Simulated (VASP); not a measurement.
# I (Fmmm) in VASP: further runs

Runs on I. Level: PBE. Tasks: single point.

All numbers are computed with VASP 6.6.1; they aren't measurements. Logs are shortened: lines on timing, memory, paths and dates and some standing lists are left out, and cuts for length are marked.

## 1. The cell of the first run

The structure is orthorhombic, space group Fmmm (No. 69). Conventional cell: a = 4.384 Å, b = 4.731 Å, c = 7.820 Å, α = 90.00°, β = 90.00°, γ = 90.00°. I (site symmetry mmm) has 4 I at 3.23 Å within 4.2 Å.

## 2. Single point, PBE

File INCAR:

```
PREC = Accurate
ENCUT = 520
EDIFF = 1E-7
ISMEAR = 0
SIGMA = 0.017
LREAL = F
LASPH = T
NELM = 100
ALGO = Normal
ISIF = 2
LWAVE = F
LCHARG = T
GGA = PE
LELF = T
LVHAR = T
NBANDS = 10
```

File KPOINTS:

```
regular mesh
0
Gamma
  9 9 9
```

File POSCAR:

```
I
1.0
    0.0000000000      2.3656004428      3.9098401324
    2.1922454667      0.0000000000      3.9098401324
    2.1922454667      2.3656004428      0.0000000000
I
1
Direct
    0.0000000000      0.0000000000      0.0000000000
```

Potentials or basis: VASP PAW PBE potentials, release 64 (I).

On the command line:

```sh
$ cat potpaw_PBE.64/I/POTCAR > POTCAR
$ mpirun -np 1 vasp_std > vasp.out
```

OUTCAR:

```text
PREC = Accurate
   ENCUT = 520
   EDIFF = 1E-7
   ISMEAR = 0
   LREAL = F
   LASPH = T
   NELM = 100
   ISIF = 2
   GGA = PE

 ion  position               nearest neighbor table
   1  0.000  0.000  0.000-

  LATTYP: Found a face centered orthorhombic cell.
 ALAT       =     4.3844909334
 B/A-ratio  =     1.0790764441
 C/A-ratio  =     1.7834864717

  Lattice vectors:

 A1 = (   0.0000000000,   2.3656004428,   3.9098401324)
 A2 = (   2.1922454667,   0.0000000000,   3.9098401324)
 A3 = (   2.1922454667,   2.3656004428,   0.0000000000)

Analysis of symmetry for initial positions (statically):
=====================================================================
 Subroutine PRICEL returns:
 Original cell was already a primitive cell.

 Routine SETGRP: Setting up the symmetry group for a
 face centered orthorhombic supercell.

 Subroutine GETGRP returns: Found  8 space group operations
 (whereof  8 operations were pure point group operations)
 out of a pool of  8 trial point group operations.

The static configuration has the point symmetry D_2h.

Analysis of symmetry for dynamics (positions and initial velocities):
=====================================================================
 Subroutine PRICEL returns:
 Original cell was already a primitive cell.

 Routine SETGRP: Setting up the symmetry group for a
 face centered orthorhombic supercell.

 Subroutine GETGRP returns: Found  8 space group operations
 (whereof  8 operations were pure point group operations)
 out of a pool of  8 trial point group operations.

The dynamic configuration has the point symmetry D_2h.

 Subroutine INISYM returns: Found  8 space group operations
 (whereof  8 operations are pure point group operations),
 and found     1 'primitive' translations

----------------------------------------------------------------------------------------

                                     Primitive cell

  volume of cell :      40.5527

  direct lattice vectors                    reciprocal lattice vectors
     0.000000000  2.365600443  3.909840132    -0.228076649  0.211362828  0.127882467
     2.192245467  0.000000000  3.909840132     0.228076649 -0.211362828  0.127882467
     2.192245467  2.365600443  0.000000000     0.228076649  0.211362828 -0.127882467

  length of vectors
     4.569782852  4.482498193  3.225214046     0.336224818  0.336224818  0.336224818

  position of ions in fractional coordinates (direct lattice)
     0.000000000  0.000000000  0.000000000

  ion indices of the primitive-cell ions
   primitive index   ion index
                 1           1

----------------------------------------------------------------------------------------

 KPOINTS: regular mesh

Automatic generation of k-mesh.
 Grid dimensions read from file:
 generate k-points for:    9    9    9

 Generating k-lattice:

  Cartesian coordinates                     Fractional coordinates (reciprocal lattice)
    -0.025341850  0.023484759  0.014209163     0.111111111  0.000000000  0.000000000
     0.025341850 -0.023484759  0.014209163     0.000000000  0.111111111  0.000000000
     0.025341850  0.023484759 -0.014209163     0.000000000  0.000000000  0.111111111

  Length of vectors
     0.037358313  0.037358313  0.037358313

  Shift w.r.t. Gamma in fractional coordinates (k-lattice)
     0.000000000  0.000000000  0.000000000

 Subroutine IBZKPT returns following result:
 ===========================================

 Found    125 irreducible k-points:

 Following reciprocal coordinates:
            Coordinates               Weight
  0.000000  0.000000  0.000000      1.000000
  0.111111  0.000000  0.000000      8.000000
  0.222222  0.000000  0.000000      8.000000
  0.333333  0.000000  0.000000      8.000000
  0.444444  0.000000  0.000000      8.000000
  0.111111  0.111111  0.000000      2.000000
[... 16 lines left out ...]
 -0.333333  0.333333 -0.000000      4.000000
  0.444444  0.444444  0.000000      2.000000
 [... further k-points ...]
   k-points           NKPTS =    125   k-points in BZ     NKDIM =    125   number of bands    NBANDS=     10
   number of dos      NEDOS =    301   number of ions     NIONS =      1
   total plane-waves  NPLWV =  31104
   dimension x,y,z NGX =    36 NGY =   36 NGZ =   24
   dimension x,y,z NGXF=    72 NGYF=   72 NGZF=   48
   ions per type =               1
   NGX,Y,Z   is equivalent  to a cutoff of  13.10, 13.35, 12.37 a.u.
   NGXF,Y,Z  is equivalent  to a cutoff of  26.19, 26.70, 24.74 a.u.
 SYSTEM =  unknown system
   PREC   = accura    normal or accurate (medium, high low for compatibility)
   ISTART =      0    job   : 0-new  1-cont  2-samecut
   ICHARG =      2    charge: 1-file 2-atom 10-const
   ISPIN  =      1    spin polarized calculation?
   LNONCOLLINEAR =      F non collinear calculations
   LSORBIT =      F    spin-orbit coupling
   LASPH  =      T    aspherical Exc in radial PAW
   ENCUT  =  520.0 eV  38.22 Ry    6.18 a.u.   8.50  8.33  6.00*2*pi/ulx,y,z
   NELM   =    100;   NELMIN=  2; NELMDL= -5     # of ELM steps
   EDIFF  = 0.1E-06   stopping-criterion for ELM
   LREAL  =      F    real-space projection
   EDIFFG = 0.1E-05   stopping-criterion for IOM
   NSW    =      0    number of steps for IOM
   IBRION =     -1    ionic relax: 0-MD 1-quasi-New 2-CG
   NFREE  =      0    steps in history (QN), initial steepest desc. (CG)
   ISIF   =      2    stress and relaxation
   ISYM   =      2    0-nonsym 1-usesym 2-fastsym
   POTIM  = 0.5000    time-step for ionic-motion
   TEBEG  =    0.0;   TEEND  =   0.0 temperature during run
   PSTRESS=    0.0 pullay stress
   NELECT =       7.0000    total number of electrons
   NUPDOWN=      -1.0000    fix difference up-down
   EMIN   =  10.00;   EMAX   =-10.00  energy-range for DOS
   EFERMI =   0.00;   METHOD = LEGACY
   ISMEAR =     0;   SIGMA  =   0.02  broadening in eV -4-tet -1-fermi 0-gaus
   EFERMI_NEDOS =   21; number of points for ismear=-14 and -15
   IALGO  =     38    algorithm
   IMIX   =      4    mixing-type and parameters
     AMIX     =   0.40;   BMIX     =  1.00
     AMIX_MAG =   1.60;   BMIX_MAG =  1.00
  volume/ion in A,a.u.               =      40.55       273.66
  Fermi-wavevector in a.u.,A,eV,Ry     =   0.911523  1.722529 11.304731  0.830874
  Thomas-Fermi vector in A             =   2.035812
   LORBIT       =      0    0 simple, 1 ext, 2 COOP (PROOUT), +10 PAW based schemes
   GGA     = PE    functional components
   LHFCALC =     F    Hartree Fock is set to
   AEXX    =    0.0000 exact exchange contribution
   IVDW    =     0    specifies the selected vdW correction
   LEPSILON=     F    determine dielectric tensor
   LRPA    =     F    only Hartree local field effects (RPA)
 non-spin polarized calculation
 Gauss-broadening in eV      SIGMA  =   0.02
  energy-cutoff  :      520.00
  volume of cell :       40.55
 maximum number of plane-waves:      1109
 NGX is ok and might be reduce to    36
   NGX = 17   NGY = 17   NGZ = 11

 number of electron       7.0000000 magnetization

 Free energy of the ion-electron system (eV)
  ---------------------------------------------------
  ext. energy  EPLUGINS =         0.00000000
  ---------------------------------------------------
  free energy    TOTEN  =        -1.38912345 eV

  energy without entropy =       -1.38899854  energy(sigma->0) =       -1.38906100

 E-fermi :   3.4933     XC(G=0):  -8.2597

 val. band max:        3.4761900803   @ k =   0.4444   0.3333   0.1111
 cond. band min:       3.4940793083   @ k =  -0.2222   0.0000   0.1111
 fundamental gap:      0.0178892279
 Fermi energy:         3.4933278201

 k-point     1 :       0.0000    0.0000    0.0000
  band No.  band energies     occupation
      1     -10.3837      2.00000
      2       1.5531      2.00000
      3       4.2732      0.00000
      4       4.5463      0.00000
      5       8.0361      0.00000
      6      10.9728      0.00000
      7      11.7010      0.00000
      8      15.6111      0.00000
      9      15.9271      0.00000
     10      15.9288      0.00000

 k-point     2 :       0.1111    0.0000    0.0000
  band No.  band energies     occupation
      1     -10.2526      2.00000
      2       1.5497      2.00000
      3       3.2980      2.00000
      4       4.5031      0.00000
      5       8.3987      0.00000
      6      11.3600      0.00000
      7      12.7353      0.00000
      8      13.4643      0.00000
      9      15.9172      0.00000
     10      16.6178      0.00000

 k-point     3 :       0.2222    0.0000    0.0000
  band No.  band energies     occupation
      1      -9.8863      2.00000
      2       1.2216      2.00000
      3       1.6737      2.00000
      4       4.7115      0.00000
      5       9.1321      0.00000
      6      11.5837      0.00000
      7      11.7870      0.00000
      8      15.4238      0.00000
      9      16.3478      0.00000
     10      17.0562      0.00000

 k-point     4 :       0.3333    0.0000    0.0000
  band No.  band energies     occupation
      1      -9.3880      2.00000
      2      -0.4917      2.00000
      3       1.6835      2.00000
      4       4.9828      0.00000
      5       8.9822      0.00000
      6      11.8405      0.00000
      7      12.2069      0.00000
      8      15.5815      0.00000
      9      17.0841      0.00000
     10      17.6721      0.00000

 k-point     5 :       0.4444    0.0000    0.0000
  band No.  band energies     occupation
      1      -8.9892      2.00000
      2      -1.5618      2.00000
      3       1.7535      2.00000
      4       5.1783      0.00000
      5       8.3727      0.00000
      6      12.5414      0.00000
      7      13.5736      0.00000
      8      15.2934      0.00000
      9      16.2235      0.00000
     10      16.6156      0.00000

 k-point     6 :       0.1111    0.1111    0.0000
  band No.  band energies     occupation
      1     -10.3563      2.00000
      2       1.2148      2.00000
      3       4.2458      0.00000
      4       4.5216      0.00000
      5       8.6449      0.00000
      6      10.9011      0.00000
      7      11.5551      0.00000
      8      15.8270      0.00000
      9      16.1317      0.00000
     10      16.2804      0.00000
[... 183 lines left out ...]
 k-point    21 :       0.4444    0.3333    0.0000
  band No.  band energies     occupation
      1     -10.0473      2.00000
      2      -0.2358      2.00000
      3       3.1056      2.00000
      4       4.3285      0.00000
      5      10.8089      0.00000
      6      12.0409      0.00000
      7      12.8545      0.00000
      8      16.4746      0.00000
      9      18.0452      0.00000
     10      18.6656      0.00000

 k-point    22 :      -0.4444    0.3333   -0.0000
  band No.  band energies     occupation
      1      -9.6983      2.00000
      2       0.0310      2.00000
      3       1.1376      2.00000
      4       4.5585      0.00000
      5      11.1897      0.00000
      6      12.2023      0.00000
      7      14.4519      0.00000
      8      16.7502      0.00000
      9      17.2247      0.00000
     10      17.5318      0.00000

 k-point    23 :      -0.3333    0.3333   -0.0000
  band No.  band energies     occupation
      1      -9.2609      2.00000
      2      -0.5828      2.00000
      3       0.6170      2.00000
      4       4.8856      0.00000
      5      10.8554      0.00000
      6      11.7810      0.00000
      7      13.9338      0.00000
      8      15.8754      0.00000
      9      17.7409      0.00000
     10      18.0819      0.00000

 k-point    24 :       0.4444    0.4444    0.0000
  band No.  band energies     occupation
      1     -10.1433      2.00000
      2      -0.5177      2.00000
      3       4.0566      0.00000
      4       4.3499      0.00000
      5      10.4656      0.00000
      6      10.8053      0.00000
      7      13.8618      0.00000
      8      18.2933      0.00000
      9      18.3768      0.00000
     10      18.5666      0.00000

 [... further k-points ...]

------------------------ aborting loop because EDIFF is reached ----------------------------------------

  FORCE on cell =-STRESS in cart. coord.  units (eV):
  Direction    XX          YY          ZZ          XY          YZ          ZX
  --------------------------------------------------------------------------------------
  -------------------------------------------------------------------------------------
  Total        0.0968057      0.0207844      0.1926122     -0.0000000      0.0000000      0.0000000
  in kB        3.8246513      0.8211632      7.6098280     -0.0000000      0.0000000      0.0000000
  external PRESSURE =       4.0852142 kB  Pullay stress =       0.0000000 kB

 VOLUME and BASIS-vectors are now :
 -----------------------------------------------------------------------------
  energy-cutoff  :      520.00
  volume of cell :       40.55
      direct lattice vectors                 reciprocal lattice vectors
     0.000000000  2.365600443  3.909840132    -0.228076649  0.211362828  0.127882467
     2.192245467  0.000000000  3.909840132     0.228076649 -0.211362828  0.127882467
     2.192245467  2.365600443  0.000000000     0.228076649  0.211362828 -0.127882467

 POSITION                                       TOTAL-FORCE (eV/Angst)
 -----------------------------------------------------------------------------------
      0.00000      0.00000      0.00000        -0.000000      0.000000      0.000000
 -----------------------------------------------------------------------------------
    total drift:                                0.000000      0.000000      0.000000

  FREE ENERGIE OF THE ION-ELECTRON SYSTEM (eV)
  ---------------------------------------------------
  free  energy   TOTEN  =        -1.3891234550 eV

  energy  without entropy=       -1.3889985358  energy(sigma->0) =       -1.38906100
```

Wall time 53 s (1 thread of Intel Xeon 8259CL, shared host); peak memory 0.2 GiB.

Results:

```
Free energy            : -1.3891 eV
Pressure               : 0.4 GPa
Band gap on the k mesh : zero (an odd number of electrons rules out a gap without spin polarisation)
```

Levels at points of the mesh, in eV from the Fermi level:
```
           k point  band 2  band 3  band 4  band 5  band 6  band 7
(0.00, 0.00, 0.00)   -1.94    0.78    1.05    4.54    7.48    8.21
```

Caveat: spin-orbit coupling is left out, which moves the levels of the heavy elements; an odd number of electrons without spin polarisation forces a metal; a magnetic or distorted state may lie lower.

## 3. Single point, PBE

File INCAR:

```
ALGO = Normal
EDIFF = 1E-7
ENCUT = 520
GGA = PE
ISIF = 2
ISMEAR = 0
LASPH = True
LCHARG = False
LREAL = False
LWAVE = False
NBANDS = 10
NELM = 80
PREC = Accurate
SIGMA = 0.028999999999999998
```

File KPOINTS:

```
k-points
0
Gamma
  9 9 9
```

POSCAR is that of step 2.

Potentials or basis: VASP PAW PBE potentials, release 64 (I).

On the command line:

```sh
$ cat potpaw_PBE.64/I/POTCAR > POTCAR
$ mpirun -np 1 vasp_std > vasp.out
```

OUTCAR:

```text
EDIFF = 1E-7
   ENCUT = 520
   GGA = PE
   ISIF = 2
   ISMEAR = 0
   LASPH = True
   LREAL = False
   NELM = 80
   PREC = Accurate

 ion  position               nearest neighbor table
   1  0.000  0.000  0.000-

  LATTYP: Found a face centered orthorhombic cell.
 ALAT       =     4.3844909334
 B/A-ratio  =     1.0790764441
 C/A-ratio  =     1.7834864717

  Lattice vectors:

 A1 = (   0.0000000000,   2.3656004428,   3.9098401324)
 A2 = (   2.1922454667,   0.0000000000,   3.9098401324)
[... 492 lines left out ...]
     10      18.5665      0.00000

 [... further k-points ...]

------------------------ aborting loop because EDIFF is reached ----------------------------------------

  FORCE on cell =-STRESS in cart. coord.  units (eV):
  Direction    XX          YY          ZZ          XY          YZ          ZX
  --------------------------------------------------------------------------------------
  -------------------------------------------------------------------------------------
  Total        0.0905666      0.0255787      0.1938205      0.0000000      0.0000000      0.0000000
  in kB        3.5781555      1.0105759      7.6575659      0.0000000      0.0000000      0.0000000
  external PRESSURE =       4.0820991 kB  Pullay stress =       0.0000000 kB

 VOLUME and BASIS-vectors are now :
 -----------------------------------------------------------------------------
  energy-cutoff  :      520.00
  volume of cell :       40.55
      direct lattice vectors                 reciprocal lattice vectors
     0.000000000  2.365600443  3.909840132    -0.228076649  0.211362828  0.127882467
     2.192245467  0.000000000  3.909840132     0.228076649 -0.211362828  0.127882467
     2.192245467  2.365600443  0.000000000     0.228076649  0.211362828 -0.127882467

 POSITION                                       TOTAL-FORCE (eV/Angst)
 -----------------------------------------------------------------------------------
      0.00000      0.00000      0.00000         0.000000     -0.000000      0.000000
 -----------------------------------------------------------------------------------
    total drift:                                0.000000      0.000000      0.000000

  FREE ENERGIE OF THE ION-ELECTRON SYSTEM (eV)
  ---------------------------------------------------
  free  energy   TOTEN  =        -1.3892249344 eV

  energy  without entropy=       -1.3889413574  energy(sigma->0) =       -1.38908315
```

OSZICAR:

```text
N       E                     dE             d eps       ncg     rms          rms(c)
DAV:   1     0.206199153799E+02    0.20620E+02   -0.25035E+03  2500   0.497E+02
DAV:   2    -0.527830039198E+00   -0.21148E+02   -0.20578E+02  3314   0.826E+01
DAV:   3    -0.140969055758E+01   -0.88186E+00   -0.86978E+00  3102   0.171E+01
DAV:   4    -0.141850687445E+01   -0.88163E-02   -0.88149E-02  3210   0.212E+00
DAV:   5    -0.141863350997E+01   -0.12664E-03   -0.12663E-03  3010   0.230E-01    0.478E+00
DAV:   6    -0.139739298591E+01    0.21241E-01   -0.17486E-02  2774   0.625E-01    0.296E+00
DAV:   7    -0.138929519806E+01    0.80978E-02   -0.36274E-02  2754   0.926E-01    0.132E-01
DAV:   8    -0.138921816479E+01    0.77033E-04   -0.17809E-03  2762   0.252E-01    0.331E-02
DAV:   9    -0.138922277596E+01   -0.46112E-05   -0.25247E-05  3264   0.368E-02    0.157E-02
DAV:  10    -0.138922451802E+01   -0.17421E-05   -0.29402E-06  2834   0.101E-02    0.268E-03
DAV:  11    -0.138922487669E+01   -0.35868E-06   -0.43572E-07  2892   0.386E-03    0.214E-03
DAV:  12    -0.138922493444E+01   -0.57753E-07   -0.78850E-08  2762   0.147E-03
   1 F= -.13892249E+01 E0= -.13890831E+01  d E =-.283577E-03
```

stdout:

```text
POSCAR found type information on POSCAR I
 POSCAR found :  1 types and       1 ions
 scaLAPACK will be used
 LDA part: xc-table for (Slater+PW92), standard interpolation
 POSCAR, INCAR and KPOINTS ok, starting setup
 FFT: planning ... GRIDC
 FFT: planning ... GRID_SOFT
 FFT: planning ... GRID
 WAVECAR not read
 entering main loop
```

Wall time 46 s (1 thread of Intel Xeon 8259CL, shared host); peak memory 0.2 GiB.

Results:

```
Free energy            : -1.3892 eV
Pressure               : 0.4 GPa
Band gap on the k mesh : zero (an odd number of electrons rules out a gap without spin polarisation)
```

Caveat: spin-orbit coupling is left out, which moves the levels of the heavy elements; an odd number of electrons without spin polarisation forces a metal; a magnetic or distorted state may lie lower.
